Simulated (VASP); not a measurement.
A run of VASP 6.6.1 is set up as follows.

INCAR

```
  ALGO = Normal
  EDIFF = 1E-7
  ENCUT = 520
  GGA = PE
  ISIF = 2
  ISMEAR = 0
  LASPH = T
  LCHARG = F
  LREAL = F
  LWAVE = F
  NBANDS = 19
  NELM = 100
  PREC = Accurate
  SIGMA = 0.02
```

The input KPOINTS:

```
k-points
0
Gamma
  8 8 4
```

POSCAR

```
Cd
1.0
    3.0865867352      0.0000000000      0.0000000000
   -1.5432933676      2.6730625237      0.0000000000
    0.0000000000      0.0000000000      5.4740207731
Cd
2
Direct
    0.3333333333      0.6666666667      0.2500000000
    0.6666666667      0.3333333333      0.7500000000
```

Potentials or basis: VASP PAW PBE potentials, release 64 (Cd).

Command:

```bash
$ cat potpaw_PBE.64/Cd/POTCAR > POTCAR
$ mpirun -np 1 vasp_std > vasp.out
```

**Question.** Estimate the band gap on the k mesh.

**Answer.** Zero (band 12 reaches 3.92 eV, above the bottom of band 13 at 0.26 eV).

**Question.** Estimate the pressure.

**Answer.** 0.3 GPa.

Stress tensor (GPa, compression positive):
```
0.30 0.00 0.00
0.00 0.30 0.00
0.00 0.00 0.21
```
